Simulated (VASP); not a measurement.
Wanted: the native input for a VASP 6.6.1 run.

```yaml
Task: single point
Functional: r2SCAN
Potentials_or_basis: VASP PAW PBE potentials, release 64 (Ta_pv)
Cutoff: 520 eV
k_mesh: 14 × 14 × 4
Occupations: fermi-dirac, width 0.1 eV
Spin: no spin polarisation
Dipole_correction: no
Further_INCAR_settings: ALGO = Normal; EDIFF = 1e-07; NBANDS = 30
```

The system is Ta.

```xyz
4
Lattice="2.9331 0.0000 0.0000 -1.4665 2.5401 0.0000 0.0000 0.0000 9.9717" Properties=species:S:1:pos:R:3 pbc="T T T"
Ta    0.0000    0.0000    0.0000
Ta    0.0000    0.0000    4.9859
Ta    0.0000    1.6934    2.4929
Ta    1.4665    0.8467    7.4788
```

One way to write it, as run:

POSCAR

```
Ta
1.0
    2.9330741685      0.0000000000      0.0000000000
   -1.4665370843      2.5401167411      0.0000000000
    0.0000000000      0.0000000000      9.9717457332
Ta
4
Direct
    0.0000000000      0.0000000000      0.0000000000
    0.0000000000      0.0000000000      0.5000000000
    0.3333333333      0.6666666667      0.2500000000
    0.6666666667      0.3333333333      0.7500000000
```

INCAR.step1

```
ALGO = Normal
EDIFF = 1E-4
ENCUT = 520
GGA = PE
ISMEAR = -1
LASPH = True
LCHARG = False
LREAL = False
LWAVE = True
NBANDS = 30
NELM = 100
PREC = Accurate
SIGMA = 0.1
```

INCAR.step2

```
ALGO = Normal
EDIFF = 1E-7
ENCUT = 520
ISIF = 2
ISMEAR = -1
ISTART = 1
LASPH = True
LCHARG = False
LMIXTAU = True
LREAL = False
LWAVE = False
METAGGA = R2SCAN
NBANDS = 30
NELM = 100
PREC = Accurate
SIGMA = 0.1
```

KPOINTS

```
k-points
0
Gamma
  14 14 4
```

Potentials or basis: VASP PAW PBE potentials, release 64 (Ta_pv).

Run with:

```bash
$ cat potpaw_PBE.64/Ta_pv/POTCAR > POTCAR
$ cp INCAR.step1 INCAR
$ mpirun -np 1 vasp_std > vasp.out
$ cp INCAR.step2 INCAR
$ mpirun -np 1 vasp_std > vasp.out
```

Results of the run:

```yaml
Pressure: 0.5 GPa
Band_gap_on_the_k_mesh: zero (band 22 reaches 6.13 eV, above the bottom of band 23 at 4.96 eV)
```

Caveat: the PAW data sets were made with another functional, which shifts forces and pressure a little; spin-orbit coupling is left out, which moves the levels of the heavy elements.

Run time: 12 min on 1 thread of Intel Xeon 6975P-C, on a shared host, peak memory 0.29 GiB.
